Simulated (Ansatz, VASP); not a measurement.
## One calculation of ScSbTe3, two programs

```
CELL_PARAMETERS angstrom
3.25511 -5.63413 0.00000
3.25511 5.63413 0.00000
0.00000 0.00000 5.42843
ATOMIC_POSITIONS crystal
Sc 0.50000 0.50000 0.50000
Sb 0.50000 0.50000 0.00000
Te 0.00000 0.50000 0.00000
Te 0.50000 0.00000 0.00000
Te 0.00000 0.00000 0.00000
```

Alike in both runs: functional PBE; k mesh 8 × 8 × 8; occupations gaussian, width 0.1 eV; no spin polarisation.

Ansatz relaxed the structure, and its values are those at the end. VASP's run is a single point on that final structure, the one shown.

|  | VASP | Ansatz |
| --- | --- | --- |
| version | VASP 6.6.1 | Ansatz 0.2.0 |
| potentials or method | VASP PAW PBE potentials, release 64 (Sc_sv, Sb, Te), cutoff 520 eV | scalar-relativistic, plane waves, PAW |
| valence electrons in the cell | 34 | 74 |

|  | VASP | Ansatz | Ansatz less VASP |
| --- | --- | --- | --- |
| gap on the k mesh at the Fermi level (eV) | none | none | - |
| pressure (GPa) | 0.0 | 0.0 | +0.02 |

A gap of «none» marks a metal or a gap that the smearing closes. VASP's potentials hold 34 valence electrons a cell and Ansatz's 74, so a difference there can come from the potentials and not from the codes.

Spin-orbit coupling is off throughout.
